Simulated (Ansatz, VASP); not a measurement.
**I in VASP and in Ansatz**

```xyz
1
Lattice="-2.0476 2.0476 2.0476 2.0476 -2.0476 2.0476 2.0476 2.0476 -2.0476" Properties=species:S:1:pos:R:3 pbc="T T T"
I     0.0000    0.0000    0.0000
```

Change from the starting cell: volume scaled by 0.95, LAPW.

Alike in both runs: task single point; functional PBE; k mesh 13 × 13 × 13; occupations fermi-dirac, width 0.1 eV; no spin polarisation.

```csv
,VASP,Ansatz
version,VASP 6.6.1,Ansatz 0.2.0
potentials or method,"VASP PAW PBE potentials, release 64 (I), cutoff 520 eV","all-electron LAPW, scalar-relativistic"
```

|  | VASP | Ansatz | Ansatz less VASP |
| --- | --- | --- | --- |
| pressure (GPa) | 1.3 | 1.3 | +0.03 |

Ansatz ran all-electron here, and VASP with PAW potentials.

Neither program's run includes spin-orbit coupling.
